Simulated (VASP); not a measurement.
NiS, 4 atoms in the cell. It takes space group P6_3/mmc (No. 194, hexagonal). Conventional cell: a = 3.425 Å, b = 3.425 Å, c = 5.340 Å, α = 90.00°, β = 90.00°, γ = 120.00°. Within 3.2 Å of Ni (site symmetry -3m) lie 6 S at 2.39 Å and 2 Ni at 2.67 Å. S (site symmetry -6m2) has 6 Ni at 2.39 Å and 12 S at 3.32 to 3.42 Å within 3.5 Å. 

```yaml
Program: VASP 6.6.1
Task: single point
Functional: LDA
Potentials_or_basis: VASP PAW LDA potentials, release 64 (Ni, S)
Cutoff: 520 eV
k_mesh: 9 × 9 × 5
Occupations: fermi-dirac, width 0.1 eV
Spin: collinear spin, ferromagnetic start
Starting_moments: "[0.7, 0.7, 0.21, 0.21] μB"
Fixed_moment: 1.8 μB
Dipole_correction: no
Further_INCAR_settings: ALGO = Normal; EDIFF = 1e-07; NBANDS = 28
```

Potentials or basis: VASP PAW LDA potentials, release 64 (Ni, S).

Launch:

```bash
$ cat potpaw_LDA.64/Ni/POTCAR potpaw_LDA.64/S/POTCAR > POTCAR
$ mpirun -np 1 vasp_std > vasp.out
```

Hardware: 1 thread of Oxide Virtual Turin-like Processor (shared host).

How long does it take, and how much memory?

It took 2.9 min on 1 thread of Oxide Virtual Turin-like Processor (shared host), peak memory 0.17 GiB. Counts: scf iterations 15, k points 36.
